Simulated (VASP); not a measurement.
Runs of VASP 6.6.1 on B5N. The structure is that of space group P-6m2 (No. 187), or close to it. The cells are those of the table. 

```tsv
task	spin	cell	k mesh	cutoff (eV)	gap on the mesh (eV)	pressure (GPa)	moment (μB)	relaxed volume (Å³/atom)	largest force (eV/Å)
single point	off	a = 2.215, b = 2.215, c = 10.768 Å, angles 90.0, 90.0, 120.0°, 6 atoms	12 × 12 × 2	520	none	-31.7	-	-	0.39
single point	off	a = 1.843, b = 1.843, c = 16.576 Å, angles 90.0, 90.0, 120.0°, 6 atoms	12 × 12 × 2	520	none	0.0	-	-	0.01
relaxation of cell and atoms	off	relaxed from a = 1.843, b = 1.843, c = 16.576 Å, angles 90.0, 90.0, 120.0°, 6 atoms	24 × 24 × 4	600	none	-0.1	-	(b)	-
relaxation of cell and atoms	off	relaxed from a = 2.215, b = 2.215, c = 10.768 Å, angles 90.0, 90.0, 120.0°, 6 atoms	12 × 12 × 2	600	none	0.2	-	7.58	0.04
single point	collinear, ferromagnetic start	a = 1.843, b = 1.843, c = 16.576 Å, angles 90.0, 90.0, 120.0°, 6 atoms	12 × 12 × 1	520	none	0.1	(a)	-	0.01
single point	off	a = 1.842, b = 1.842, c = 16.840 Å, angles 90.0, 90.0, 120.0°, 6 atoms	24 × 24 × 4	520	none	0.0	-	-	0.01
single point	collinear, ferromagnetic start	a = 2.215, b = 2.215, c = 10.768 Å, angles 90.0, 90.0, 120.0°, 6 atoms	12 × 12 × 2	520	none	-31.7	0.00	-	0.39
```

Alike in all rows: level PBE; potentials or basis VASP PAW PBE potentials, release 64 (B, N); smearing gaussian 0.1 eV.

Task: Fill in the values left out.

Result: (a) 0.10; (b) 8.26.

Caveats: some runs use coarse meshes; this functional lacks dispersion, which binds the layers, so the pressure and a relaxed spacing across them are unreliable (some runs).

A gap of «none» marks levels without a gap at the run's occupations.
